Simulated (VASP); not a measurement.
A run of VASP 6.6.1 is set up as follows.

File POSCAR:

```
SO
1.0
    0.0000000000      2.2954895075      2.2954895075
    2.2954895075      0.0000000000      2.2954895075
    2.2954895075      2.2954895075      0.0000000000
S O
1 1
Direct
    0.0000000000      0.0000000000      0.0000000000
    0.5000000000      0.5000000000      0.5000000000
```

INCAR.step1

```
PREC = Accurate
ENCUT = 520
ISMEAR = -1
SIGMA = 0.1
LREAL = False
LASPH = True
NELM = 60
NBANDS = 13
GGA = PE
ALGO = Normal
EDIFF = 1E-4
LWAVE = True
LCHARG = False
```

INCAR.step2

```
PREC = Accurate
ENCUT = 520
EDIFF = 1E-6
ISMEAR = -1
SIGMA = 0.1
LREAL = False
LASPH = True
NELM = 60
ALGO = Normal
ISIF = 2
LWAVE = False
LCHARG = True
METAGGA = R2SCAN
LMIXTAU = True
LELF = True
LVHAR = True
NBANDS = 13
ISTART = 1
```

KPOINTS

```
Automatic mesh
0
Gamma
  13 13 13
```

Potentials or basis: VASP PAW PBE potentials, release 64 (S, O).

Launch:

```bash
$ cat potpaw_PBE.64/S/POTCAR potpaw_PBE.64/O/POTCAR > POTCAR
$ cp INCAR.step1 INCAR
$ mpirun -np 1 vasp_std > vasp.out
$ cp INCAR.step2 INCAR
$ mpirun -np 1 vasp_std > vasp.out
```

(1) Estimate the band gap on the k mesh.

(2) Estimate the pressure.

Results:

(1) zero (bands 6 and 7 overlap by 3.24 eV).

(2) 0.5 GPa.

Caveat: the PAW data sets were made with another functional, which shifts forces and pressure a little.
